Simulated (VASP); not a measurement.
AgTe4Au, 12 atoms in the cell. Symmetry: P2/c, No. 13, monoclinic system. Conventional cell: a = 8.864 Å, b = 4.478 Å, c = 10.178 Å, α = 90.00°, β = 124.44°, γ = 90.00°. Within 3.6 Å of Ag (site symmetry 2) lie 6 Te at 2.74 to 3.23 Å. Within 3.7 Å of Te (site symmetry 1) lie 1 Au at 2.68 Å and 4 Te at 2.82 to 3.63 Å and 2 Ag at 2.93 to 3.23 Å. Within 3.7 Å of Te (site symmetry 1) lie 2 Au at 2.69 to 3.33 Å and 1 Ag at 2.74 Å and 4 Te at 2.82 to 3.63 Å. Within 3.5 Å of Au (site symmetry -1) lie 6 Te at 2.68 to 3.33 Å. 

* Program: VASP 6.6.1
* Task: single point
* Functional: PBEsol
* Potentials or basis: VASP PAW PBE potentials, release 64 (Ag, Te, Au)
* Cutoff: 520 eV
* k mesh: 4 × 4 × 2
* Occupations: gaussian, width 0.1 eV
* Spin: no spin polarisation
* Dipole correction: no
* Further INCAR settings: ALGO = Fast; EDIFF = 1e-07; NBANDS = 58

Potentials or basis: VASP PAW PBE potentials, release 64 (Ag, Te, Au).

Command:

```bash
$ cat potpaw_PBE.64/Ag/POTCAR potpaw_PBE.64/Te/POTCAR potpaw_PBE.64/Au/POTCAR > POTCAR
$ mpirun -np 1 vasp_std > vasp.out
```

Hardware: 1 thread of Intel(R) Xeon(R) Platinum 8488C (Sapphire Rapids), on a shared host.

Task: Estimate the wall time of this run.

Result: Run time: 6.1 min on 1 thread of Intel(R) Xeon(R) Platinum 8488C (Sapphire Rapids) (shared host), peak memory 0.65 GiB. Counts: scf iterations 17, k points 18.
